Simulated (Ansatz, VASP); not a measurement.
Ag in VASP and in Ansatz

```
Ag
1.0
    -1.65565    1.65565    1.65565
     1.65565   -1.65565    1.65565
     1.65565    1.65565   -1.65565
Ag
1
Direct
  0.00000 0.00000 0.00000
```

Alike in both runs: task single point; functional PBE0; k mesh 5 × 5 × 5; occupations fermi-dirac, width 0.05 eV; non-collinear spin, spin-orbit coupling.

|  | VASP | Ansatz |
| --- | --- | --- |
| version | VASP 6.6.1 | Ansatz 0.2.0 |
| potentials or method | VASP PAW PBE potentials, release 64 (Ag) | Ansatz PAW |
| plane-wave cutoff (eV) | 520 | 420 |
| valence electrons in the cell | 11 | 19 |

|  | VASP | Ansatz | Ansatz less VASP |
| --- | --- | --- | --- |
| pressure (GPa) | -2.2 | -1.9 | +0.22 |
| net moment per atom (μB) | 0.00 | 0.00 | 0.000 |

VASP's potentials hold 11 valence electrons a cell and Ansatz's 19, so a difference there can come from the potentials and not from the codes.

The k mesh is coarse, so the values compare programs but aren't converged.
